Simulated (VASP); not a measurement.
# Sr2Yb (Fd-3m) in VASP: notebook, part 2 of 2

VASP 6.6.1. Earlier steps stand in the parts before.

## Step 3: Single point, PBE

This run uses another cell than the first one, of 51.71 Å³/atom, 1.839 times its volume.

The input, INCAR:

```
SYSTEM = Sr2Yb
PREC = Accurate ; ENCUT = 520
EDIFF = 1E-7 ; ISMEAR = 0
SIGMA = 0.1 ; LREAL = .FALSE.
LASPH = .TRUE. ; NELM = 100
ALGO = Normal ; ISIF = 2
LWAVE = .FALSE. ; LCHARG = .FALSE.
GGA = PE ; NBANDS = 53
```

The input, KPOINTS:

```
Automatic mesh
0
G
  4 4 4
  0 0 0
```

The input, POSCAR:

```
Sr2Yb
1.0
    0.0000000000      5.3733145009      5.3733145009
    5.3733145009      0.0000000000      5.3733145009
    5.3733145009      5.3733145009      0.0000000000
Sr Yb
4 2
Direct
    0.6250000000      0.6250000000      0.6250000000
    0.1250000000      0.6250000000      0.6250000000
    0.6250000000      0.6250000000      0.1250000000
    0.6250000000      0.1250000000      0.6250000000
    0.0000000000      0.0000000000      0.0000000000
    0.2500000000      0.2500000000      0.2500000000
```

Potentials or basis: VASP PAW PBE potentials, release 64 (Sr_sv, Yb).

Launch:

```sh
$ cat potpaw_PBE.64/Sr_sv/POTCAR potpaw_PBE.64/Yb/POTCAR > POTCAR
$ mpirun -np 1 vasp_std > vasp.out
```

OUTCAR:

```text
SYSTEM = Sr2Yb
   PREC = Accurate
   ENCUT = 520
   EDIFF = 1E-7
   ISMEAR = 0
   LREAL = .FALSE.
   LASPH = .TRUE.
   NELM = 100
   ISIF = 2
   GGA = PE

 ion  position               nearest neighbor table
   1  0.625  0.625  0.625-   2 3.80   3 3.80   4 3.80   3 3.80   4 3.80   2 3.80   6 4.46   5 4.46
                             6 4.46   5 4.46   6 4.46   5 4.46
   2  0.125  0.625  0.625-   1 3.80   3 3.80   4 3.80   1 3.80   3 3.80   4 3.80   5 4.46   6 4.46
                             5 4.46   5 4.46   6 4.46   6 4.46
   3  0.625  0.625  0.125-   1 3.80   1 3.80   2 3.80   4 3.80   4 3.80   2 3.80   6 4.46   5 4.46
                             6 4.46   5 4.46   6 4.46   5 4.46
   4  0.625  0.125  0.625-   1 3.80   3 3.80   1 3.80   2 3.80   3 3.80   2 3.80   5 4.46   6 4.46
                             5 4.46   6 4.46   6 4.46   5 4.46
   5  0.000  0.000  0.000-   3 4.46   3 4.46   4 4.46   1 4.46   2 4.46   3 4.46   1 4.46   2 4.46
                             4 4.46   2 4.46   1 4.46   4 4.46
   6  0.250  0.250  0.250-   3 4.46   2 4.46   4 4.46   1 4.46   2 4.46   4 4.46   1 4.46   2 4.46
                             3 4.46   1 4.46   3 4.46   4 4.46

  LATTYP: Found a face centered cubic cell.
 ALAT       =    10.7466290018

  Lattice vectors:

 A1 = (   0.0000000000,   5.3733145009,   5.3733145009)
 A2 = (   5.3733145009,   0.0000000000,   5.3733145009)
 A3 = (   5.3733145009,   5.3733145009,   0.0000000000)

Analysis of symmetry for initial positions (statically):
=====================================================================
 Subroutine PRICEL returns:
 Original cell was already a primitive cell.

 Routine SETGRP: Setting up the symmetry group for a
 face centered cubic supercell.

 Subroutine GETGRP returns: Found 48 space group operations
 (whereof 24 operations were pure point group operations)
 out of a pool of 48 trial point group operations.

The static configuration has the point symmetry T_d .
 The point group associated with its full space group is O_h .

[... 126 lines left out ...]
  Fermi-wavevector in a.u.,A,eV,Ry     =   1.075598  2.032586 15.740741  1.156912
  Thomas-Fermi vector in A             =   2.211459
   LORBIT       =      0    0 simple, 1 ext, 2 COOP (PROOUT), +10 PAW based schemes
   GGA     = PE    functional components
   LHFCALC =     F    Hartree Fock is set to
   AEXX    =    0.0000 exact exchange contribution
   IVDW    =     0    specifies the selected vdW correction
   LEPSILON=     F    determine dielectric tensor
   LRPA    =     F    only Hartree local field effects (RPA)
 non-spin polarized calculation
 Gauss-broadening in eV      SIGMA  =   0.10
  energy-cutoff  :      520.00
  volume of cell :      310.28
 maximum number of plane-waves:      8400
 NGX is ok and might be reduce to    60
   NGX = 29   NGY = 29   NGZ = 29

 number of electron      88.0000015 magnetization

 Free energy of the ion-electron system (eV)
  ---------------------------------------------------
  ext. energy  EPLUGINS =         0.00000000
  ---------------------------------------------------
  free energy    TOTEN  =       -12.24559419 eV

  energy without entropy =      -12.19273374  energy(sigma->0) =      -12.21916397

 E-fermi :   1.3659     XC(G=0):  -7.6641

 val. band max:        1.3409056555   @ k =   0.5000   0.2500   0.0000
 cond. band min:       1.3990657754   @ k =   0.5000   0.0000   0.0000
 fundamental gap:      0.0581601199
 Fermi energy:         1.3658576264

 k-point     1 :       0.0000    0.0000    0.0000
  band No.  band energies     occupation
      1     -50.6786      2.00000
      2     -50.6783      2.00000
      3     -35.0515      2.00000
      4     -35.0080      2.00000
      5     -35.0080      2.00000
      6     -35.0080      2.00000
[... 437 lines left out ...]
     52       2.4219      0.00000
     53       2.9948      0.00000

------------------------ aborting loop because EDIFF is reached ----------------------------------------

  FORCE on cell =-STRESS in cart. coord.  units (eV):
  Direction    XX          YY          ZZ          XY          YZ          ZX
  --------------------------------------------------------------------------------------
  -------------------------------------------------------------------------------------
  Total       -0.1795064     -0.1795064     -0.1795064      0.0000000      0.0000000     -0.0000000
  in kB       -0.9269020     -0.9269020     -0.9269020      0.0000000      0.0000000     -0.0000000
  external PRESSURE =      -0.9269020 kB  Pullay stress =       0.0000000 kB

 VOLUME and BASIS-vectors are now :
 -----------------------------------------------------------------------------
  energy-cutoff  :      520.00
  volume of cell :      310.28
      direct lattice vectors                 reciprocal lattice vectors
     0.000000000  5.373314501  5.373314501    -0.093052435  0.093052435  0.093052435
     5.373314501  0.000000000  5.373314501     0.093052435 -0.093052435  0.093052435
     5.373314501  5.373314501  0.000000000     0.093052435  0.093052435 -0.093052435

 POSITION                                       TOTAL-FORCE (eV/Angst)
 -----------------------------------------------------------------------------------
      6.71664      6.71664      6.71664        -0.000000      0.000000      0.000000
      6.71664      4.02999      4.02999        -0.000000      0.000000      0.000000
      4.02999      4.02999      6.71664        -0.000000      0.000000      0.000000
      4.02999      6.71664      4.02999        -0.000000      0.000000      0.000000
      0.00000      0.00000      0.00000        -0.000000     -0.000000     -0.000000
      2.68666      2.68666      2.68666         0.000000      0.000000      0.000000
 -----------------------------------------------------------------------------------
    total drift:                                0.000000      0.000000      0.000000

  FREE ENERGIE OF THE ION-ELECTRON SYSTEM (eV)
  ---------------------------------------------------
  free  energy   TOTEN  =       -12.2455941930 eV

  energy  without entropy=      -12.1927337429  energy(sigma->0) =      -12.21916397
```

OSZICAR:

```text
N       E                     dE             d eps       ncg     rms          rms(c)
DAV:   1     0.100908526773E+04    0.10091E+04   -0.32459E+04  1339   0.785E+03
DAV:   2     0.230749306321E+03   -0.77834E+03   -0.73927E+03  1436   0.125E+03
DAV:   3     0.222907339609E+02   -0.20846E+03   -0.20537E+03  1282   0.351E+02
[... 13 lines left out ...]
DAV:  78    -0.122455934465E+02   -0.34889E-05   -0.49342E-05  1416   0.312E-02    0.101E-01
DAV:  79    -0.122455942270E+02   -0.78045E-06   -0.52805E-06  1187   0.209E-02    0.434E-02
DAV:  80    -0.122455941185E+02    0.10846E-06   -0.23654E-06  1099   0.210E-02    0.173E-02
DAV:  81    -0.122455942772E+02   -0.15873E-06   -0.28309E-07   673   0.131E-02    0.121E-02
DAV:  82    -0.122455941930E+02    0.84212E-07   -0.58026E-07   841   0.190E-02
   1 F= -.12245594E+02 E0= -.12219164E+02  d E =-.528605E-01
```

stdout:

```text
POSCAR found type information on POSCAR SrYb
 POSCAR found :  2 types and       6 ions
 scaLAPACK will be used
 LDA part: xc-table for (Slater+PW92), standard interpolation
 POSCAR, INCAR and KPOINTS ok, starting setup
 FFT: planning ... GRIDC
 FFT: planning ... GRID_SOFT
 FFT: planning ... GRID
 WAVECAR not read
 entering main loop
```

It took 24 min on 1 thread of Intel Xeon Platinum 8259CL at 2.50GHz (Skylake/Cascade Lake), shared host; peak memory 0.56 GiB.

What came out:

- Free energy: -12.2456 eV
- Pressure: -0.1 GPa
- Band gap on the k mesh: zero (band 44 reaches 1.40 eV, above the bottom of band 45 at 1.33 eV)

Caveat: spin-orbit coupling is left out, which moves the levels of the heavy elements; without U or exact exchange the open f shell lies at the Fermi level, which spoils levels, moments and volumes. Spin polarisation is off, so any magnetic state and its effect on volume and gap are missing.

## Step 4: Single point, PBE+U

This run uses another cell than the first one, of 51.83 Å³/atom, 1.844 times its volume.

The input, INCAR:

```
PREC = Accurate
ENCUT = 520
EDIFF = 1E-6
ISMEAR = 0
SIGMA = 0.1
LREAL = F
LASPH = T
NELM = 150
ALGO = Normal
ISIF = 2
LWAVE = F
LCHARG = T
LMAXMIX = 6
LDAU = T
LDAUTYPE = 2
LDAUL = -1 3
LDAUU = 0 3
LDAUJ = 0 0
LDAUPRINT = 1
GGA = PE
LELF = T
LVHAR = T
NBANDS = 53
```

The input, KPOINTS:

```
Automatic mesh
0
Gamma
  6 6 6
```

The input, POSCAR:

```
Sr2Yb
1.0
    0.0000000000      5.3773731446      5.3773731446
    5.3773731446      0.0000000000      5.3773731446
    5.3773731446      5.3773731446      0.0000000000
Sr Yb
4 2
Direct
    0.1250000000      0.1250000000      0.1250000000
    0.6250000000      0.1250000000      0.1250000000
    0.1250000000      0.1250000000      0.6250000000
    0.1250000000      0.6250000000      0.1250000000
    0.5000000000      0.5000000000      0.5000000000
    0.7500000000      0.7500000000      0.7500000000
```

Launch:

```sh
$ cat potpaw_PBE.64/Sr_sv/POTCAR potpaw_PBE.64/Yb/POTCAR > POTCAR
$ mpirun -np 1 vasp_std > vasp.out
```

Run time: 19 min. Hardware: 1 thread of Intel Xeon Platinum 8259CL at 2.50GHz (Skylake/Cascade Lake), shared host; peak memory 0.65 GiB.

Results (log left out):

| Quantity | Value |
| --- | --- |
| Free energy | -11.6351 eV |
| Pressure | -0.4 GPa |
| Band gap on the k mesh | zero (band 44 reaches 1.48 eV, above the bottom of band 45 at 1.29 eV) |

Levels at points of the mesh, in eV from the Fermi level:
| k point | band 41 | band 42 | band 43 | band 44 | band 45 | band 46 | band 47 | band 48 |
| --- | --- | --- | --- | --- | --- | --- | --- | --- |
| (0.00, 0.00, 0.00) | -0.49 | -0.49 | -0.49 | -0.09 | -0.09 | -0.09 | 0.39 | 0.39 |
| (0.50, 0.00, 0.00) | -0.83 | -0.55 | -0.55 | 0.02 | 0.02 | 0.06 | 0.14 | 0.79 |
| (0.50, 0.50, 0.00) | -0.84 | -0.84 | -0.74 | -0.74 | 0.51 | 0.51 | 0.55 | 0.55 |

Eigenvalues of the final occupation matrices:
| site | spin | trace | eigenvalues |
| --- | --- | --- | --- |
| site 5 f | 1 | 6.91 | 0.99 0.99 0.99 0.99 0.99 0.99 0.99 |
| site 5 f | 2 | 6.91 | 0.99 0.99 0.99 0.99 0.99 0.99 0.99 |
| site 6 f | 1 | 6.91 | 0.99 0.99 0.99 0.99 0.99 0.99 0.99 |
| site 6 f | 2 | 6.91 | 0.99 0.99 0.99 0.99 0.99 0.99 0.99 |

Caveat: spin-orbit coupling is left out, which moves the levels of the heavy elements; U without spin polarisation on a metal has little footing. Spin polarisation is off, so any magnetic state and its effect on volume and gap are missing.

## Step 5: The runs side by side

| level | U | cell | k mesh | gap on the mesh (eV) | pressure (GPa) |
| --- | --- | --- | --- | --- | --- |
| PBE | - | a = 6.202 Å, angles 60.0°, 6 atoms | 4 × 4 × 4 | none | 18.1 |
| PBE | - | a = 7.599 Å, angles 60.0°, 6 atoms | 4 × 4 × 4 | none | -0.1 |
| PBE+U | Yb f U = 3.0 eV | a = 7.605 Å, angles 60.0°, 6 atoms | 6 × 6 × 6 | none | -0.4 |

Alike in all rows: task single point; potentials or basis VASP PAW PBE potentials, release 64 (Sr_sv, Yb); no spin polarisation; cutoff (eV) 520; smearing gaussian 0.1 eV.

Caveats: spin-orbit coupling is left out, which moves the levels of the heavy elements; without U or exact exchange the open f shell lies at the Fermi level, which spoils levels, moments and volumes (some runs); U without spin polarisation on a metal has little footing (some runs).

Absolute energies hang on the potentials; compare differences alone.
